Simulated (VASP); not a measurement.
A run of VASP 6.6.1:

The input INCAR:

```
SYSTEM = Na2Al2O
ALGO = Normal
EDIFF = 1E-6
ENCUT = 520
GGA = PE
ISIF = 2
ISMEAR = 0
LASPH = .TRUE.
LCHARG = .FALSE.
LREAL = .FALSE.
LWAVE = .FALSE.
NBANDS = 21
NELM = 80
PREC = Accurate
SIGMA = 0.1
```

File KPOINTS:

```
k-points
0
G
  6 6 4
  0 0 0
```

File POSCAR:

```
Na2Al2O
1.0
    4.5681688800      0.0000000000      0.0000000000
   -2.2840844400      3.9561503000      0.0000000000
    0.0000000000      0.0000000000      5.0284879700
Na Al O
2 2 1
Direct
    0.3333333300      0.6666666700      0.1445680600
    0.6666666700      0.3333333300      0.1445680600
    0.3333333300      0.6666666700      0.6581900900
    0.6666666700      0.3333333300      0.6581900900
    0.0000000000      0.0000000000      0.1795685500
```

Potentials or basis: VASP PAW PBE potentials, release 64 (Na_pv, Al, O).

The run is started by

```sh
$ cat potpaw_PBE.64/Na_pv/POTCAR potpaw_PBE.64/Al/POTCAR potpaw_PBE.64/O/POTCAR > POTCAR
$ mpirun -np 1 vasp_std > vasp.out
```

Hardware: 1 thread of Intel Xeon 8259CL, on a shared host.

Q: Estimate the wall time of this run.

A: Wall time 87 s on 1 thread of Intel Xeon 8259CL (shared host), peak memory 0.22 GiB. Counts: scf iterations 16, k points 21.
